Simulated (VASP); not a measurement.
Wanted: the native input for a VASP 6.6.1 run.

```yaml
Task: single point
Functional: PBE
Potentials_or_basis: VASP PAW PBE potentials, release 64 (Si, Al)
Cutoff: 520 eV
k_mesh: 2 × 2 × 2
Occupations: fermi-dirac, width 0.15 eV
Spin: no spin polarisation
Dipole_correction: no
Further_INCAR_settings: LREAL = Auto; ALGO = Normal; EDIFF = 1e-06; NBANDS = 68
```

The structure of Al30Si (a cell with a defect) lies in POSCAR:

```
Al30Si
1.0
    8.1000000000      0.0000000000      0.0000000000
    0.0000000000      8.1000000000      0.0000000000
    0.0000000000      0.0000000000      8.1000000000
Si Al
1 30
Direct
    0.4694465432      0.0003522222     -0.0223500000
    0.7458293827      0.2475087654      0.0022064198
    0.7463401235     -0.0000256790      0.2450007407
   -0.0003655556      0.0000554321     -0.0010055556
    0.2485120988      0.2539829630     -0.0001074074
    0.5016504938      0.5000724691      0.0010464198
    0.7458928395      0.7524517284      0.0022376543
    0.2542911111     -0.0000280247      0.2452475309
    0.5028597531      0.2484070370      0.2451669136
    0.7495722222      0.4999588889      0.2496232099
    0.5012534568      0.0000918519      0.4972912346
    0.7488801235      0.2509991358      0.4996524691
    0.7454132099      0.0000495062      0.7548146914
   -0.0058501235      0.5000254321      0.0026872840
    0.2485800000      0.7460577778      0.0000917284
   -0.0004324691      0.2499651852      0.2487335802
    0.2510396296      0.4999540741      0.2500862963
    0.5029127160      0.7515660494      0.2451997531
   -0.0008502469      0.0000627160      0.4995393827
    0.2513946914      0.2486365432      0.4986930864
    0.5026034568      0.5000813580      0.4965538272
    0.7489222222      0.7490644444      0.4997527160
    0.4985783951      0.2494828395      0.7506192593
    0.7484866667      0.5000648148      0.7505767901
   -0.0004338272      0.7499880247      0.2488829630
    0.0005545679      0.5000392593      0.4993475309
    0.2514164198      0.7514680247      0.4987637037
   -0.0008479012      0.2501227160      0.7505651852
    0.2516267901      0.5001198765      0.7505239506
    0.4985153086      0.7508227160      0.7508508642
   -0.0007156790      0.7500516049      0.7505700000
```

The input as run:

INCAR

```
SYSTEM = Al30Si
PREC = Accurate
ENCUT = 520
EDIFF = 1E-6
ISMEAR = -1
SIGMA = 0.15
LREAL = Auto
LASPH = .True.
NELM = 100
ALGO = Normal
ISIF = 2
LWAVE = .False.
LCHARG = .False.
GGA = PE
NBANDS = 68
```

KPOINTS

```
regular mesh
0
Gamma
  2 2 2
  0 0 0
```

Potentials or basis: VASP PAW PBE potentials, release 64 (Si, Al).

Command:

```bash
$ cat potpaw_PBE.64/Si/POTCAR potpaw_PBE.64/Al/POTCAR > POTCAR
$ mpirun -np 1 vasp_std > vasp.out
```

It gave:

```json
{"Pressure": "-1.3 GPa", "Largest force": "0.458 eV/Å", "Band gap on the k mesh": "zero (bands 47 and 48 overlap by 0.93 eV)"}
```

Caveat: the k points lie up to 0.39 Å⁻¹ apart, too coarse for converged energies and pressures of a metal.

Run time: 9.3 min on 1 thread of Intel Xeon 8259CL (shared host), peak memory 0.56 GiB.
